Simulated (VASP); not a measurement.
# Sn (I4_1/amd) in VASP: a series of runs, part 2 of 2

VASP 6.6.1. Earlier steps stand in the parts before.

## 4. Relaxation of shape and atoms at fixed volume, PBEsol (27.68 Å³/atom)

This run uses another cell than the first one, of 27.68 Å³/atom.

INCAR

```
  ALGO = Fast
  EDIFF = 1E-6
  EDIFFG = -0.01
  ENCUT = 600
  GGA = PS
  IBRION = 2
  ISIF = 4
  ISMEAR = 0
  LASPH = T
  LCHARG = F
  LREAL = F
  LWAVE = F
  NELM = 80
  NSW = 50
  PREC = Accurate
  SIGMA = 0.1
```

KPOINTS

```
k-points
0
Gamma
  14 14 14
```

POSCAR

```
Sn
1.0
   -2.9387127928      2.9387127928      1.6026994017
    2.9387127928     -2.9387127928      1.6026994017
    2.9387127928      2.9387127928     -1.6026994017
Sn
2
Direct
    0.7500000000      0.2500000000      0.5000000000
    0.0000000000      0.0000000000      0.0000000000
```

Potentials or basis: VASP PAW PBE potentials, release 64 (Sn_d).

Run with:

```bash
$ cat potpaw_PBE.64/Sn_d/POTCAR > POTCAR
$ mpirun -np 1 vasp_std > vasp.out
```

OUTCAR:

```text
EDIFF = 1E-6
   EDIFFG = -0.01
   ENCUT = 600
   GGA = PS
   IBRION = 2
   ISIF = 4
   ISMEAR = 0
   LASPH = T
   LREAL = F
   NELM = 80
   NSW = 50
   PREC = Accurate

 ion  position               nearest neighbor table
   1  0.750  0.250  0.500-   2 3.05   2 3.05   2 3.05   2 3.05
   2  0.000  0.000  0.000-   1 3.05   1 3.05   1 3.05   1 3.05

  LATTYP: Found a body centered tetragonal cell.
 ALAT       =     5.8774255856
 C/A-ratio  =     0.5453746299

  Lattice vectors:

 A1 = (  -2.9387127928,   2.9387127928,   1.6026994017)
 A2 = (   2.9387127928,  -2.9387127928,   1.6026994017)
 A3 = (   2.9387127928,   2.9387127928,  -1.6026994017)

Analysis of symmetry for initial positions (statically):
=====================================================================
 Subroutine PRICEL returns:
 Original cell was already a primitive cell.

 Routine SETGRP: Setting up the symmetry group for a
 body centered tetragonal supercell.

 Subroutine GETGRP returns: Found 16 space group operations
 (whereof  8 operations were pure point group operations)
 out of a pool of 16 trial point group operations.

The static configuration has the point symmetry D_2d.
 The point group associated with its full space group is D_4h.

Analysis of symmetry for dynamics (positions and initial velocities):
=====================================================================
 Subroutine PRICEL returns:
 Original cell was already a primitive cell.

 Routine SETGRP: Setting up the symmetry group for a
 body centered tetragonal supercell.

 Subroutine GETGRP returns: Found 16 space group operations
 (whereof  8 operations were pure point group operations)
 out of a pool of 16 trial point group operations.

The dynamic configuration has the point symmetry D_2d.
 The point group associated with its full space group is D_4h.

 Subroutine INISYM returns: Found 16 space group operations
 (whereof  8 operations are pure point group operations),
 and found     1 'primitive' translations

----------------------------------------------------------------------------------------

                                     Primitive cell

  volume of cell :      55.3639

  direct lattice vectors                    reciprocal lattice vectors
    -2.938712793  2.938712793  1.602699402     0.000000000  0.170142520  0.311973661
     2.938712793 -2.938712793  1.602699402     0.170142520  0.000000000  0.311973661
     2.938712793  2.938712793 -1.602699402     0.170142520  0.170142520  0.000000000

  length of vectors
     4.454291316  4.454291316  4.454291316     0.355353405  0.355353405  0.240617859

  position of ions in fractional coordinates (direct lattice)
     0.750000000  0.250000000  0.500000000
     0.000000000  0.000000000  0.000000000

  ion indices of the primitive-cell ions
   primitive index   ion index
                 1           1
                 2           2

----------------------------------------------------------------------------------------

 KPOINTS: k-points

Automatic generation of k-mesh.
 Grid dimensions read from file:
 generate k-points for:   14   14   14

 Generating k-lattice:

  Cartesian coordinates                     Fractional coordinates (reciprocal lattice)
     0.000000000  0.012153037  0.022283833     0.071428571  0.000000000  0.000000000
     0.012153037  0.000000000  0.022283833     0.000000000  0.071428571  0.000000000
     0.012153037  0.012153037  0.000000000     0.000000000  0.000000000  0.071428571

  Length of vectors
     0.025382386  0.025382386  0.017186990

  Shift w.r.t. Gamma in fractional coordinates (k-lattice)
     0.000000000  0.000000000  0.000000000

 Subroutine IBZKPT returns following result:
 ===========================================

 Found    244 irreducible k-points:

 Following reciprocal coordinates:
            Coordinates               Weight
  0.000000  0.000000  0.000000      1.000000
  0.071429  0.000000  0.000000      8.000000
  0.142857  0.000000  0.000000      8.000000
  0.214286  0.000000 -0.000000      8.000000
  0.285714  0.000000  0.000000      8.000000
  0.357143  0.000000 -0.000000      8.000000
[... 16 lines left out ...]
  0.214286  0.142857 -0.000000     16.000000
  0.285714  0.142857 -0.000000     16.000000
 [... further k-points ...]
   k-points           NKPTS =    244   k-points in BZ     NKDIM =    244   number of bands    NBANDS=     18
   number of dos      NEDOS =    301   number of ions     NIONS =      2
   total plane-waves  NPLWV =  46656
   dimension x,y,z NGX =    36 NGY =   36 NGZ =   36
   dimension x,y,z NGXF=    72 NGYF=   72 NGZF=   72
   ions per type =               2
   NGX,Y,Z   is equivalent  to a cutoff of  13.44, 13.44, 13.44 a.u.
   NGXF,Y,Z  is equivalent  to a cutoff of  26.87, 26.87, 26.87 a.u.
 SYSTEM =  unknown system
   PREC   = accura    normal or accurate (medium, high low for compatibility)
   ISTART =      0    job   : 0-new  1-cont  2-samecut
   ICHARG =      2    charge: 1-file 2-atom 10-const
   ISPIN  =      1    spin polarized calculation?
   LNONCOLLINEAR =      F non collinear calculations
   LSORBIT =      F    spin-orbit coupling
   LASPH  =      T    aspherical Exc in radial PAW
   ENCUT  =  600.0 eV  44.10 Ry    6.64 a.u.   8.90  8.90  8.90*2*pi/ulx,y,z
   NELM   =     80;   NELMIN=  2; NELMDL= -5     # of ELM steps
   EDIFF  = 0.1E-05   stopping-criterion for ELM
   LREAL  =      F    real-space projection
   EDIFFG = -.1E-01   stopping-criterion for IOM
   NSW    =     50    number of steps for IOM
   IBRION =      2    ionic relax: 0-MD 1-quasi-New 2-CG
   NFREE  =      1    steps in history (QN), initial steepest desc. (CG)
   ISIF   =      4    stress and relaxation
   ISYM   =      2    0-nonsym 1-usesym 2-fastsym
   POTIM  = 0.5000    time-step for ionic-motion
   TEBEG  =    0.0;   TEEND  =   0.0 temperature during run
   PSTRESS=    0.0 pullay stress
   NELECT =      28.0000    total number of electrons
   NUPDOWN=      -1.0000    fix difference up-down
   EMIN   =  10.00;   EMAX   =-10.00  energy-range for DOS
   EFERMI =   0.00;   METHOD = LEGACY
   ISMEAR =     0;   SIGMA  =   0.10  broadening in eV -4-tet -1-fermi 0-gaus
   EFERMI_NEDOS =   21; number of points for ismear=-14 and -15
   IALGO  =     68    algorithm
   IMIX   =      4    mixing-type and parameters
     AMIX     =   0.40;   BMIX     =  1.00
     AMIX_MAG =   1.60;   BMIX_MAG =  1.00
  volume/ion in A,a.u.               =      27.68       186.81
  Fermi-wavevector in a.u.,A,eV,Ry     =   1.304324  2.464814 23.147052  1.701260
  Thomas-Fermi vector in A             =   2.435267
   LORBIT       =      0    0 simple, 1 ext, 2 COOP (PROOUT), +10 PAW based schemes
   GGA     = PS    functional components
   LHFCALC =     F    Hartree Fock is set to
   AEXX    =    0.0000 exact exchange contribution
   IVDW    =     0    specifies the selected vdW correction
   LEPSILON=     F    determine dielectric tensor
   LRPA    =     F    only Hartree local field effects (RPA)
 conjugate gradient relaxation of ions
 non-spin polarized calculation
 RMM-DIIS sequential band-by-band and
 Gauss-broadening in eV      SIGMA  =   0.10
  energy-cutoff  :      600.00
  volume of cell :       55.36
 maximum number of plane-waves:      1886
   NGX = 17   NGY = 17   NGZ = 17

 number of electron      27.9999989 magnetization

 Free energy of the ion-electron system (eV)
  ---------------------------------------------------
  ext. energy  EPLUGINS =         0.00000000
  ---------------------------------------------------
  free energy    TOTEN  =        -8.51089299 eV

  energy without entropy =       -8.50450679  energy(sigma->0) =       -8.50769989

 E-fermi :   7.5552     XC(G=0): -10.3585

 val. band max:        7.5399176163   @ k =   0.2857   0.1429  -0.0000
 cond. band min:       7.5569671330   @ k =  -0.2857   0.2857   0.2143
 fundamental gap:      0.0170495167
 Fermi energy:         7.5551608463

 k-point     1 :       0.0000    0.0000    0.0000
  band No.  band energies     occupation
      1     -13.9533      2.00000
      2     -13.8701      2.00000
      3     -13.8319      2.00000
      4     -13.8172      2.00000
      5     -13.6777      2.00000
      6     -13.6777      2.00000
[... 10 lines left out ...]
     17      13.7052      0.00000
     18      14.3561      0.00000
[... 463 lines left out ...]
 k-point    24 :       0.2857    0.1429   -0.0000
  band No.  band energies     occupation
      1     -13.8991      2.00000
      2     -13.7984      2.00000
      3     -13.7708      2.00000
      4     -13.7631      2.00000
      5     -13.7318      2.00000
      6     -13.7267      2.00000
[... 10 lines left out ...]
     17      10.4857      0.00000
     18      11.6388      0.00000

 [... further k-points ...]
[... 5 lines left out ...]
  --------------------------------------------------------------------------------------
  -------------------------------------------------------------------------------------
  Total       -0.5205058     -0.5205058     -0.5007061      0.0000000      0.0000000      0.0000000
  in kB      -15.0629425    -15.0629425    -14.4899581      0.0000000      0.0000000      0.0000000
  external PRESSURE =     -14.8719477 kB  Pullay stress =       0.0000000 kB

 VOLUME and BASIS-vectors are now :
 -----------------------------------------------------------------------------
  energy-cutoff  :      600.00
  volume of cell :       55.36
      direct lattice vectors                 reciprocal lattice vectors
    -2.938712793  2.938712793  1.602699402     0.000000000  0.170142520  0.311973661
     2.938712793 -2.938712793  1.602699402     0.170142520  0.000000000  0.311973661
     2.938712793  2.938712793 -1.602699402     0.170142520  0.170142520  0.000000000

 POSITION                                       TOTAL-FORCE (eV/Angst)
 -----------------------------------------------------------------------------------
      0.00000      2.93871      0.80135         0.000000     -0.000000     -0.000000
      0.00000      0.00000      0.00000        -0.000000      0.000000      0.000000
 -----------------------------------------------------------------------------------
    total drift:                               -0.000000      0.000000     -0.000000

  FREE ENERGIE OF THE ION-ELECTRON SYSTEM (eV)
  ---------------------------------------------------
  free  energy   TOTEN  =        -8.5108929873 eV

  energy  without entropy=       -8.5045067925  energy(sigma->0) =       -8.50769989

 reached required accuracy - stopping structural energy minimisation
```

Run time: 3.6 min. Hardware: 1 thread of Intel Xeon Platinum 8488C (Sapphire Rapids), shared host; peak memory 0.39 GiB.

What came out:

```yaml
Free_energy: -8.5109 eV
Pressure_after_relaxing: -1.5 GPa
Band_gap_on_the_k_mesh: zero (bands 14 and 15 overlap by 3.92 eV)
```

Final structure:
```
Sn
1.0
    -2.93871    2.93871    1.60270
     2.93871   -2.93871    1.60270
     2.93871    2.93871   -1.60270
Sn
2
Cartesian
  0.0000 2.9387 0.8014
  0.0000 0.0000 0.0000
```

Caveat: the relaxation stopped at its first step, so nothing moved; the PAW data sets were made with another functional, which shifts forces and pressure a little; spin-orbit coupling is left out, which moves the levels of the heavy elements.

## 5. Relaxation of shape and atoms at fixed volume, PBEsol (27.68 Å³/atom)

This run uses another cell than the first one, of 27.68 Å³/atom.

INCAR is that of step 4.

KPOINTS is that of step 4.

POSCAR

```
Sn
1.0
   -2.9387127953      2.9387127953      1.6026993987
    2.9387127953     -2.9387127953      1.6026993987
    2.9387127953      2.9387127953     -1.6026993987
Sn
2
Direct
    0.7500000000      0.2500000000      0.5000000000
    0.0000000000      0.0000000000      0.0000000000
```

Potentials or basis: VASP PAW PBE potentials, release 64 (Sn_d).

Run with:

```bash
$ cat potpaw_PBE.64/Sn_d/POTCAR > POTCAR
$ mpirun -np 1 vasp_std > vasp.out
```

OUTCAR:

```text
EDIFF = 1E-6
   EDIFFG = -0.01
   ENCUT = 600
   GGA = PS
   IBRION = 2
   ISIF = 4
   ISMEAR = 0
   LASPH = T
   LREAL = F
   NELM = 80
   NSW = 50
   PREC = Accurate

 ion  position               nearest neighbor table
   1  0.750  0.250  0.500-   2 3.05   2 3.05   2 3.05   2 3.05
   2  0.000  0.000  0.000-   1 3.05   1 3.05   1 3.05   1 3.05

  LATTYP: Found a body centered tetragonal cell.
 ALAT       =     5.8774255906
 C/A-ratio  =     0.5453746284

  Lattice vectors:

 A1 = (  -2.9387127953,   2.9387127953,   1.6026993987)
 A2 = (   2.9387127953,  -2.9387127953,   1.6026993987)
[... 689 lines left out ...]
     18      11.6388      0.00000

 [... further k-points ...]
[... 5 lines left out ...]
  --------------------------------------------------------------------------------------
  -------------------------------------------------------------------------------------
  Total       -0.5205059     -0.5205059     -0.5007061      0.0000000      0.0000000      0.0000000
  in kB      -15.0629455    -15.0629455    -14.4899574      0.0000000      0.0000000      0.0000000
  external PRESSURE =     -14.8719495 kB  Pullay stress =       0.0000000 kB

 VOLUME and BASIS-vectors are now :
 -----------------------------------------------------------------------------
  energy-cutoff  :      600.00
  volume of cell :       55.36
      direct lattice vectors                 reciprocal lattice vectors
    -2.938712795  2.938712795  1.602699399     0.000000000  0.170142520  0.311973662
     2.938712795 -2.938712795  1.602699399     0.170142520  0.000000000  0.311973662
     2.938712795  2.938712795 -1.602699399     0.170142520  0.170142520  0.000000000

 POSITION                                       TOTAL-FORCE (eV/Angst)
 -----------------------------------------------------------------------------------
     -0.00000      2.93871      0.80135        -0.000000      0.000000      0.000000
      0.00000      0.00000      0.00000         0.000000     -0.000000     -0.000000
 -----------------------------------------------------------------------------------
    total drift:                               -0.000000      0.000000     -0.000000

  FREE ENERGIE OF THE ION-ELECTRON SYSTEM (eV)
  ---------------------------------------------------
  free  energy   TOTEN  =        -8.5108929873 eV

  energy  without entropy=       -8.5045067923  energy(sigma->0) =       -8.50769989

 reached required accuracy - stopping structural energy minimisation
```

OSZICAR:

```text
N       E                     dE             d eps       ncg     rms          rms(c)
DAV:   1     0.208465657288E+03    0.20847E+03   -0.16226E+04  8796   0.262E+03
DAV:   2     0.100136168696E+02   -0.19845E+03   -0.19628E+03  8792   0.471E+02
DAV:   3    -0.798556592164E+01   -0.17999E+02   -0.17812E+02 10084   0.144E+02
DAV:   4    -0.853137555161E+01   -0.54581E+00   -0.54370E+00 10020   0.269E+01
DAV:   5    -0.855234233010E+01   -0.20967E-01   -0.20965E-01 11844   0.486E+00    0.234E+00
RMM:   6    -0.852028135605E+01    0.32061E-01   -0.49983E-02  9179   0.315E+00    0.133E+00
RMM:   7    -0.851117196446E+01    0.91094E-02   -0.33917E-02  8853   0.240E+00    0.170E-01
RMM:   8    -0.851076099995E+01    0.41096E-03   -0.38405E-03  9889   0.877E-01    0.509E-02
RMM:   9    -0.851087555664E+01   -0.11456E-03   -0.11524E-03 11001   0.324E-01    0.409E-02
RMM:  10    -0.851088807210E+01   -0.12515E-04   -0.16644E-04  9728   0.196E-01    0.256E-02
RMM:  11    -0.851088810896E+01   -0.36866E-07   -0.79254E-05 10118   0.121E-01    0.108E-02
RMM:  12    -0.851089231989E+01   -0.42109E-05   -0.46794E-05 11011   0.661E-02    0.910E-03
RMM:  13    -0.851089298727E+01   -0.66738E-06   -0.74586E-06  7332   0.359E-02
   1 F= -.85108930E+01 E0= -.85076999E+01  d E =-.851089E+01
```

It took 3.3 min on 1 thread of AMD EPYC 9R45 (Zen 5), shared host; peak memory 0.36 GiB.

What came out:

- Free energy: -8.5109 eV
- Pressure after relaxing: -1.5 GPa
- Band gap on the k mesh: zero (bands 14 and 15 overlap by 3.92 eV)

Final structure:
```yaml
crystal:
  lattice:
    - [-2.93871, 2.93871, 1.60270]
    - [2.93871, -2.93871, 1.60270]
    - [2.93871, 2.93871, -1.60270]
  atoms:
    - { symbol: Sn, position: [0.75000, 0.25000, 0.50000] }
    - { symbol: Sn, position: [0.00000, 0.00000, 0.00000] }
```

Caveat: the relaxation stopped at its first step, so nothing moved; the PAW data sets were made with another functional, which shifts forces and pressure a little; spin-orbit coupling is left out, which moves the levels of the heavy elements.

## 6. Summary

| task | cell | gap on the mesh (eV) | pressure (GPa) |
| --- | --- | --- | --- |
| relaxation of shape and atoms at fixed volume | relaxed from a = 4.366 Å, angles 97.4, 97.4, 137.8°, 2 atoms | none | 1.9 |
| relaxation of cell and atoms | relaxed from a = 4.455 Å, angles 97.4, 97.4, 137.9°, 2 atoms | none | 0.0 |
| relaxation of shape and atoms at fixed volume | relaxed from a = 4.454 Å, angles 97.4, 97.4, 137.8°, 2 atoms | none | -1.5 |

Alike in all rows: level PBEsol; potentials or basis VASP PAW PBE potentials, release 64 (Sn_d); no spin polarisation; k mesh 14 × 14 × 14; cutoff (eV) 600; smearing gaussian 0.1 eV.

Caveats: the PAW data sets were made with another functional, which shifts forces and pressure a little; spin-orbit coupling is left out, which moves the levels of the heavy elements; the relaxation stopped at its first step, so nothing moved (at least some runs).

Total energies depend on the potentials used, so only differences within one code and one set of settings carry meaning.
